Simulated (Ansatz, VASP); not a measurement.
# Two plane-wave programs on SnIr3

```
CELL_PARAMETERS angstrom
2.53413 1.46308 4.65923
-2.53413 1.46308 4.65923
0.00000 -2.92616 4.65923
ATOMIC_POSITIONS crystal
Sn 0.00000 0.00000 0.00000
Ir 0.00000 0.00000 0.50000
Ir 0.50000 0.00000 0.00000
Ir 0.00000 0.50000 0.00000
```

Alike in both runs: functional PBE; k mesh 6 × 6 × 6; occupations gaussian, width 0.1 eV; no spin polarisation.

Ansatz relaxed the structure, and its values are those at the end. VASP's run is a single point on that final structure, the one shown.

|  | VASP | Ansatz |
| --- | --- | --- |
| version | VASP 6.6.1 | Ansatz 0.2.0 |
| potentials or method | VASP PAW PBE potentials, release 64 (Sn_d, Ir), cutoff 520 eV | scalar-relativistic, plane waves, PAW |
| valence electrons in the cell | 41 | 65 |

VASP gave:

- gap on the k mesh at the Fermi level (eV): none
- pressure (GPa): 0.1

Question: What did Ansatz give for the same quantities?

Answer: gap on the k mesh at the Fermi level (eV): none; pressure (GPa): 0.0.

A gap of «none» marks a metal or a gap that the smearing closes. With one functional, cell and mesh, what is left measures potentials, basis and numerics. VASP's potentials hold 41 valence electrons a cell and Ansatz's 65, so a difference there can come from the potentials and not from the codes.

Spin-orbit coupling is off throughout.
